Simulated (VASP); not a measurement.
Wanted: the native input for a VASP 6.6.1 run.

```yaml
Task: single point
Functional: PBEsol
Potentials_or_basis: VASP PAW PBE potentials, release 64 (Ge_d)
Cutoff: 520 eV
k_mesh: 9 × 6 × 17
Occupations: gaussian, width 0.1 eV
Spin: no spin polarisation
Dipole_correction: no
Further_INCAR_settings: ALGO = Normal; EDIFF = 1e-06; NBANDS = 21; ISYM = 0
```

The structure of Ge lies in POSCAR:

```
Ge
1.0
    4.0133717236      0.0000000000      0.0000000000
    0.0000000000      5.6757647224      0.0000000000
    2.0066858618      2.8378823612      2.0066858618
Ge
2
Direct
    0.0000000000      0.0000000000      0.0000000000
    0.5000000000      0.2500000000      0.0000000000
```

These files were run (other wordings do the same):

INCAR

```
SYSTEM = Ge
ALGO     = Normal         ! electronic algorithm
EDIFF    = 1E-6           ! SCF threshold, eV
ENCUT    = 520            ! plane-wave cutoff, eV
GGA      = PS             ! functional
ISIF     = 2              ! what is computed and relaxed
ISMEAR   = 0              ! smearing method
ISYM     = 0            
LASPH    = .TRUE.         ! aspherical terms in the spheres
LCHARG   = .FALSE.        ! write CHGCAR
LREAL    = .FALSE.        ! projectors in reciprocal space
LWAVE    = .FALSE.        ! write WAVECAR
NBANDS   = 21             ! bands
NELM     = 80             ! most SCF steps
PREC     = Accurate       ! precision mode
SIGMA    = 0.1            ! smearing width, eV
```

KPOINTS

```
k-points
0
G
  9 6 17
  0 0 0
```

Potentials or basis: VASP PAW PBE potentials, release 64 (Ge_d).

The run is started by

```bash
$ cat potpaw_PBE.64/Ge_d/POTCAR > POTCAR
$ mpirun -np 1 vasp_std > vasp.out
```

It gave:

```yaml
Pressure: -0.2 GPa
Band_gap_on_the_k_mesh: zero (filled and empty bands touch)
```

Caveat: semilocal functionals underestimate gaps, and a narrow one can read as zero; the PAW data sets were made with another functional, which shifts forces and pressure a little.

It took 14 min on 1 thread of Intel Xeon 8259CL, on a shared host, peak memory 0.45 GiB.
